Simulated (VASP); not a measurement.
# HfN (zincblende type) (F-43m) in VASP: notebook

HfN (zincblende type) is run at these levels: PBE; tasks: single point.

Program: VASP 6.6.1. These are calculated values, not measurements. Logs are shortened: lines on timing, memory, paths and dates and some standing lists are left out, and cuts for length are marked.

**1. The cell of the first run**

The structure is cubic, space group F-43m (No. 216). Conventional cell: a = 4.258 Å, b = 4.258 Å, c = 4.258 Å, α = 90.00°, β = 90.00°, γ = 90.00°. Hf (site symmetry -43m) has 4 N at 1.84 Å within 2.4 Å. N (site symmetry -43m) has 4 Hf at 1.84 Å within 2.4 Å.

**2. Single point, PBE (volume scaled by 0.65)**

File INCAR:

```
SYSTEM = HfN
  ALGO = Normal
  EDIFF = 1E-7
  ENCUT = 520
  GGA = PE
  ISIF = 2
  ISMEAR = -1
  LASPH = .True.
  LCHARG = .False.
  LREAL = .False.
  LWAVE = .False.
  NBANDS = 14
  NELM = 100
  PREC = Accurate
  SIGMA = 0.08
```

File KPOINTS:

```
k-points
0
Gamma
  14 14 14
  0 0 0
```

File POSCAR:

```
HfN
1.0
    0.0000000000      2.1291313022      2.1291313022
    2.1291313022      0.0000000000      2.1291313022
    2.1291313022      2.1291313022      0.0000000000
Hf N
1 1
Direct
    0.0000000000      0.0000000000      0.0000000000
    0.2500000000      0.2500000000      0.2500000000
```

Potentials or basis: VASP PAW PBE potentials, release 64 (Hf_pv, N).

Started as:

```sh
$ cat potpaw_PBE.64/Hf_pv/POTCAR potpaw_PBE.64/N/POTCAR > POTCAR
$ mpirun -np 1 vasp_std > vasp.out
```

OUTCAR:

```text
SYSTEM = HfN
   EDIFF = 1E-7
   ENCUT = 520
   GGA = PE
   ISIF = 2
   ISMEAR = -1
   LASPH = .True.
   LREAL = .False.
   NELM = 100
   PREC = Accurate

 ion  position               nearest neighbor table
   1  0.000  0.000  0.000-   2 1.84   2 1.84   2 1.84   2 1.84
   2  0.250  0.250  0.250-   1 1.84   1 1.84   1 1.84   1 1.84

  LATTYP: Found a face centered cubic cell.
 ALAT       =     4.2582626044

  Lattice vectors:

 A1 = (   0.0000000000,   2.1291313022,   2.1291313022)
 A2 = (   2.1291313022,   0.0000000000,   2.1291313022)
 A3 = (   2.1291313022,   2.1291313022,   0.0000000000)

Analysis of symmetry for initial positions (statically):
=====================================================================
 Subroutine PRICEL returns:
 Original cell was already a primitive cell.

 Routine SETGRP: Setting up the symmetry group for a
 face centered cubic supercell.

 Subroutine GETGRP returns: Found 24 space group operations
 (whereof 24 operations were pure point group operations)
 out of a pool of 48 trial point group operations.

The static configuration has the point symmetry T_d .

Analysis of symmetry for dynamics (positions and initial velocities):
=====================================================================
 Subroutine PRICEL returns:
 Original cell was already a primitive cell.

 Routine SETGRP: Setting up the symmetry group for a
 face centered cubic supercell.

 Subroutine GETGRP returns: Found 24 space group operations
 (whereof 24 operations were pure point group operations)
 out of a pool of 48 trial point group operations.

The dynamic configuration has the point symmetry T_d .

 Subroutine INISYM returns: Found 24 space group operations
 (whereof 24 operations are pure point group operations),
 and found     1 'primitive' translations

----------------------------------------------------------------------------------------

                                     Primitive cell

  volume of cell :      19.3036

  direct lattice vectors                    reciprocal lattice vectors
     0.000000000  2.129131302  2.129131302    -0.234837560  0.234837560  0.234837560
     2.129131302  0.000000000  2.129131302     0.234837560 -0.234837560  0.234837560
     2.129131302  2.129131302  0.000000000     0.234837560  0.234837560 -0.234837560

  length of vectors
     3.011046364  3.011046364  3.011046364     0.406750586  0.406750586  0.406750586

  position of ions in fractional coordinates (direct lattice)
     0.000000000  0.000000000  0.000000000
     0.250000000  0.250000000  0.250000000

  ion indices of the primitive-cell ions
   primitive index   ion index
                 1           1
                 2           2

----------------------------------------------------------------------------------------

 KPOINTS: k-points

Automatic generation of k-mesh.
 Grid dimensions read from file:
 generate k-points for:   14   14   14

 Generating k-lattice:

  Cartesian coordinates                     Fractional coordinates (reciprocal lattice)
    -0.016774111  0.016774111  0.016774111     0.071428571  0.000000000  0.000000000
     0.016774111 -0.016774111  0.016774111     0.000000000  0.071428571  0.000000000
     0.016774111  0.016774111 -0.016774111     0.000000000  0.000000000  0.071428571

  Length of vectors
     0.029053613  0.029053613  0.029053613

  Shift w.r.t. Gamma in fractional coordinates (k-lattice)
     0.000000000  0.000000000  0.000000000

 Subroutine IBZKPT returns following result:
 ===========================================

 Found    104 irreducible k-points:

 Following reciprocal coordinates:
            Coordinates               Weight
  0.000000  0.000000  0.000000      1.000000
  0.071429  0.000000  0.000000      8.000000
  0.142857  0.000000  0.000000      8.000000
  0.214286  0.000000  0.000000      8.000000
  0.285714  0.000000  0.000000      8.000000
  0.357143  0.000000  0.000000      8.000000
[... 16 lines left out ...]
  0.214286  0.142857  0.000000     24.000000
  0.285714  0.142857  0.000000     24.000000
 [... further k-points ...]
   k-points           NKPTS =    104   k-points in BZ     NKDIM =    104   number of bands    NBANDS=     14
   number of dos      NEDOS =    301   number of ions     NIONS =      2
   total plane-waves  NPLWV =  13824
   dimension x,y,z NGX =    24 NGY =   24 NGZ =   24
   dimension x,y,z NGXF=    48 NGYF=   48 NGZF=   48
   ions per type =               1   1
   NGX,Y,Z   is equivalent  to a cutoff of  13.25, 13.25, 13.25 a.u.
   NGXF,Y,Z  is equivalent  to a cutoff of  26.50, 26.50, 26.50 a.u.
 SYSTEM =  HfN
   PREC   = accura    normal or accurate (medium, high low for compatibility)
   ISTART =      0    job   : 0-new  1-cont  2-samecut
   ICHARG =      2    charge: 1-file 2-atom 10-const
   ISPIN  =      1    spin polarized calculation?
   LNONCOLLINEAR =      F non collinear calculations
   LSORBIT =      F    spin-orbit coupling
   LASPH  =      T    aspherical Exc in radial PAW
   ENCUT  =  520.0 eV  38.22 Ry    6.18 a.u.   5.60  5.60  5.60*2*pi/ulx,y,z
   NELM   =    100;   NELMIN=  2; NELMDL= -5     # of ELM steps
   EDIFF  = 0.1E-06   stopping-criterion for ELM
   LREAL  =      F    real-space projection
   EDIFFG = 0.1E-05   stopping-criterion for IOM
   NSW    =      0    number of steps for IOM
   IBRION =     -1    ionic relax: 0-MD 1-quasi-New 2-CG
   NFREE  =      0    steps in history (QN), initial steepest desc. (CG)
   ISIF   =      2    stress and relaxation
   ISYM   =      2    0-nonsym 1-usesym 2-fastsym
   POTIM  = 0.5000    time-step for ionic-motion
   TEBEG  =    0.0;   TEEND  =   0.0 temperature during run
   PSTRESS=    0.0 pullay stress
   NELECT =      15.0000    total number of electrons
   NUPDOWN=      -1.0000    fix difference up-down
   EMIN   =  10.00;   EMAX   =-10.00  energy-range for DOS
   EFERMI =   0.00;   METHOD = LEGACY
   ISMEAR =    -1;   SIGMA  =   0.08  broadening in eV -4-tet -1-fermi 0-gaus
   EFERMI_NEDOS =   21; number of points for ismear=-14 and -15
   IALGO  =     38    algorithm
   IMIX   =      4    mixing-type and parameters
     AMIX     =   0.40;   BMIX     =  1.00
     AMIX_MAG =   1.60;   BMIX_MAG =  1.00
  volume/ion in A,a.u.               =       9.65        65.13
  Fermi-wavevector in a.u.,A,eV,Ry     =   1.505080  2.844188 30.820797  2.265265
  Thomas-Fermi vector in A             =   2.615975
   LORBIT       =      0    0 simple, 1 ext, 2 COOP (PROOUT), +10 PAW based schemes
   GGA     = PE    functional components
   LHFCALC =     F    Hartree Fock is set to
   AEXX    =    0.0000 exact exchange contribution
   IVDW    =     0    specifies the selected vdW correction
   LEPSILON=     F    determine dielectric tensor
   LRPA    =     F    only Hartree local field effects (RPA)
 non-spin polarized calculation
  energy-cutoff  :      520.00
  volume of cell :       19.30
 maximum number of plane-waves:       533
   NGX = 11   NGY = 11   NGZ = 11

 number of electron      14.9999998 magnetization

 Free energy of the ion-electron system (eV)
  ---------------------------------------------------
  ext. energy  EPLUGINS =         0.00000000
  ---------------------------------------------------
  free energy    TOTEN  =       -16.84062657 eV

  energy without entropy =      -16.82912057  energy(sigma->0) =      -16.83487357

 E-fermi :   9.5873     XC(G=0): -13.4193

 val. band max:        9.5781990670   @ k =   0.4286   0.2143   0.0000
 cond. band min:       9.6062348856   @ k =   0.2857   0.2143   0.0714
 fundamental gap:      0.0280358186
 Fermi energy:         9.5872736968

 k-point     1 :       0.0000    0.0000    0.0000
  band No.  band energies     occupation
      1     -20.1882      2.00000
      2     -20.1882      2.00000
      3     -20.1882      2.00000
      4      -8.7081      2.00000
      5       1.7402      2.00000
      6       1.7402      2.00000
      7       1.7402      2.00000
      8       9.9930      0.01247
      9      12.7769      0.00000
     10      12.7769      0.00000
     11      18.9046      0.00000
     12      18.9046      0.00000
     13      18.9046      0.00000
     14      23.7650      0.00000

 k-point     2 :       0.0714    0.0000    0.0000
  band No.  band energies     occupation
      1     -20.3262      2.00000
      2     -20.2032      2.00000
      3     -20.2032      2.00000
      4      -8.5324      2.00000
      5       1.6612      2.00000
      6       1.8150      2.00000
      7       1.8150      2.00000
      8      10.3192      0.00021
      9      12.5839      0.00000
     10      12.5839      0.00000
     11      18.6643      0.00000
     12      19.2869      0.00000
     13      19.2869      0.00000
     14      23.7638      0.00000

 k-point     3 :       0.1429    0.0000    0.0000
  band No.  band energies     occupation
      1     -20.6916      2.00000
      2     -20.2447      2.00000
      3     -20.2447      2.00000
      4      -8.0790      2.00000
      5       1.5371      2.00000
      6       2.0165      2.00000
      7       2.0165      2.00000
      8      11.1333      0.00000
      9      12.2076      0.00000
     10      12.2076      0.00000
     11      18.1818      0.00000
     12      20.1400      0.00000
     13      20.1400      0.00000
     14      23.7557      0.00000
[... 324 lines left out ...]
 k-point    23 :       0.2143    0.1429    0.0000
  band No.  band energies     occupation
      1     -21.0261      2.00000
      2     -20.4106      2.00000
      3     -20.3985      2.00000
      4      -7.4172      2.00000
      5       0.8737      2.00000
      6       2.6526      2.00000
      7       2.6730      2.00000
      8      10.0815      0.00414
      9      12.4595      0.00000
     10      13.3962      0.00000
     11      19.2041      0.00000
     12      19.8978      0.00000
     13      20.8689      0.00000
     14      23.7386      0.00000

 k-point    24 :       0.2857    0.1429    0.0000
  band No.  band energies     occupation
      1     -21.4321      2.00000
      2     -20.4822      2.00000
      3     -20.4733      2.00000
      4      -6.9345      2.00000
      5       0.9611      2.00000
      6       2.9408      2.00000
      7       2.9936      2.00000
      8       9.8973      0.04064
      9      13.0944      0.00000
     10      13.5154      0.00000
     11      18.9104      0.00000
     12      19.9837      0.00000
     13      21.3802      0.00000
     14      22.8230      0.00000

 [... further k-points ...]
[... 5 lines left out ...]
  --------------------------------------------------------------------------------------
  -------------------------------------------------------------------------------------
  Total       23.4968666     23.4968666     23.4968666      0.0000000     -0.0000000     -0.0000000
  in kB     1950.2181885   1950.2181885   1950.2181885      0.0000000     -0.0000000     -0.0000000
  external PRESSURE =    1950.2181885 kB  Pullay stress =       0.0000000 kB

 VOLUME and BASIS-vectors are now :
 -----------------------------------------------------------------------------
  energy-cutoff  :      520.00
  volume of cell :       19.30
      direct lattice vectors                 reciprocal lattice vectors
     0.000000000  2.129131302  2.129131302    -0.234837560  0.234837560  0.234837560
     2.129131302  0.000000000  2.129131302     0.234837560 -0.234837560  0.234837560
     2.129131302  2.129131302  0.000000000     0.234837560  0.234837560 -0.234837560

 POSITION                                       TOTAL-FORCE (eV/Angst)
 -----------------------------------------------------------------------------------
      0.00000      0.00000      0.00000         0.000000      0.000000      0.000000
      1.06457      1.06457      1.06457        -0.000000     -0.000000     -0.000000
 -----------------------------------------------------------------------------------
    total drift:                               -0.000000     -0.000000     -0.000000

  FREE ENERGIE OF THE ION-ELECTRON SYSTEM (eV)
  ---------------------------------------------------
  free  energy   TOTEN  =       -16.8406265682 eV

  energy  without entropy=      -16.8291205738  energy(sigma->0) =      -16.83487357
```

Wall time 14 s (1 thread of Intel Xeon 6975P-C, shared host); peak memory 0.16 GiB.

What came out:

- Free energy: -16.8406 eV
- Pressure: 195.0 GPa

Levels at points of the mesh, in eV from the Fermi level:
```csv
k point,band 3,band 4,band 5,band 6,band 7,band 8,band 9,band 10,band 11,band 12
"(0.00, 0.00, 0.00)",-29.78,-18.30,-7.85,-7.85,-7.85,0.41,3.19,3.19,9.32,9.32
"(0.50, 0.00, 0.00)",-30.07,-16.15,-6.77,-6.77,-5.84,2.39,4.24,4.24,5.80,8.17
"(0.50, 0.50, 0.00)",-30.53,-15.24,-9.72,-3.70,-3.70,-0.90,3.66,6.56,7.43,7.43
```

Caveat: spin-orbit coupling is left out, which moves the levels of the heavy elements.

**3. Single point, PBE (volume scaled by 0.65)**

File INCAR:

```
PREC     = Accurate       # precision mode
ENCUT    = 520            # plane-wave cutoff, eV
EDIFF    = 1E-7           # SCF threshold, eV
ISMEAR   = -1             # smearing method
SIGMA    = 0.08           # smearing width, eV
LREAL    = False          # projectors in reciprocal space
LASPH    = True           # aspherical terms in the spheres
NELM     = 100            # most SCF steps
ALGO     = Normal         # electronic algorithm
ISIF     = 2              # what is computed and relaxed
LWAVE    = False          # write WAVECAR
LCHARG   = False          # write CHGCAR
GGA      = PE             # functional
NBANDS   = 14             # bands
```

File KPOINTS:

```
regular mesh
0
Gamma
  14 14 14
```

POSCAR is that of step 2.

Potentials or basis: VASP PAW PBE potentials, release 64 (Hf_pv, N).

Started as:

```sh
$ cat potpaw_PBE.64/Hf_pv/POTCAR potpaw_PBE.64/N/POTCAR > POTCAR
$ mpirun -np 1 vasp_std > vasp.out
```

Wall time 13 s (1 thread of Intel Xeon 6975P-C, shared host); peak memory 0.16 GiB.

It converged, with:

- Free energy: -16.8406 eV
- Pressure: 195.0 GPa

Levels at points of the mesh, in eV from the Fermi level:
```csv
k point,band 3,band 4,band 5,band 6,band 7,band 8,band 9,band 10,band 11,band 12
"(0.00, 0.00, 0.00)",-29.78,-18.30,-7.85,-7.85,-7.85,0.41,3.19,3.19,9.32,9.32
"(0.50, 0.00, 0.00)",-30.07,-16.15,-6.77,-6.77,-5.84,2.39,4.24,4.24,5.80,8.17
"(0.50, 0.50, 0.00)",-30.53,-15.24,-9.72,-3.70,-3.70,-0.90,3.66,6.56,7.43,7.43
```

Caveat: spin-orbit coupling is left out, which moves the levels of the heavy elements.

**4. Single point, PBE (volume scaled by 0.75)**

File INCAR:

```
PREC = Accurate
ENCUT = 520
EDIFF = 1E-6
ISMEAR = -1
SIGMA = 0.08
LREAL = F
LASPH = T
NELM = 100
ALGO = Normal
ISIF = 2
LWAVE = F
LCHARG = T
GGA = PE
LELF = T
LVHAR = T
NBANDS = 14
```

File KPOINTS:

```
Automatic mesh
0
Gamma
  14 14 14
```

File POSCAR:

```
HfN
1.0
    0.0000000000      2.2331526655      2.2331526655
    2.2331526655      0.0000000000      2.2331526655
    2.2331526655      2.2331526655      0.0000000000
Hf N
1 1
Direct
    0.0000000000      0.0000000000      0.0000000000
    0.2500000000      0.2500000000      0.2500000000
```

Started as:

```sh
$ cat potpaw_PBE.64/Hf_pv/POTCAR potpaw_PBE.64/N/POTCAR > POTCAR
$ mpirun -np 1 vasp_std > vasp.out
```

Wall time 18 s (1 thread of Intel Xeon 6975P-C, shared host); peak memory 0.16 GiB.

Results (log left out):

| Quantity | Value |
| --- | --- |
| Free energy | -19.4715 eV |
| Pressure | 97.8 GPa |

Levels at points of the mesh, in eV from the Fermi level:
```
           k point  band 5  band 6  band 7  band 8  band 9  band 10
(0.00, 0.00, 0.00)   -6.98   -6.98   -6.98   -0.04    2.87     2.87
(0.50, 0.00, 0.00)   -6.09   -6.09   -6.06    2.04    3.67     3.67
(0.50, 0.50, 0.00)   -8.68   -3.81   -3.81   -1.17    3.07     5.62
```

Caveat: spin-orbit coupling is left out, which moves the levels of the heavy elements.

**5. Single point, PBE (volume scaled by 0.75)**

File INCAR:

```
SYSTEM = HfN
PREC = Accurate
ENCUT = 520
EDIFF = 1E-7
ISMEAR = -1
SIGMA = 0.08
LREAL = .FALSE.
LASPH = .TRUE.
NELM = 80
ALGO = Normal
ISIF = 2
LWAVE = .FALSE.
LCHARG = .FALSE.
GGA = PE
NBANDS = 14
```

File KPOINTS:

```
regular mesh
0
G
  14 14 14
  0 0 0
```

POSCAR is that of step 4.

Started as:

```sh
$ cat potpaw_PBE.64/Hf_pv/POTCAR potpaw_PBE.64/N/POTCAR > POTCAR
$ mpirun -np 1 vasp_std > vasp.out
```

Run time: 12 s. Hardware: 1 thread of Intel Xeon 6975P-C, shared host; peak memory 0.16 GiB.

Results (log left out):

```
Free energy : -19.4715 eV
Pressure    : 97.8 GPa
```

Levels at points of the mesh, in eV from the Fermi level:
```tsv
k point	band 3	band 4	band 5	band 6	band 7	band 8	band 9	band 10	band 11	band 12
(0.00, 0.00, 0.00)	-30.20	-17.65	-6.98	-6.98	-6.98	-0.04	2.87	2.87	8.40	8.40
(0.50, 0.00, 0.00)	-30.38	-15.87	-6.09	-6.09	-6.06	2.04	3.67	3.67	5.27	7.09
(0.50, 0.50, 0.00)	-30.66	-15.19	-8.68	-3.81	-3.81	-1.17	3.07	5.62	6.39	6.39
```

Caveat: spin-orbit coupling is left out, which moves the levels of the heavy elements.
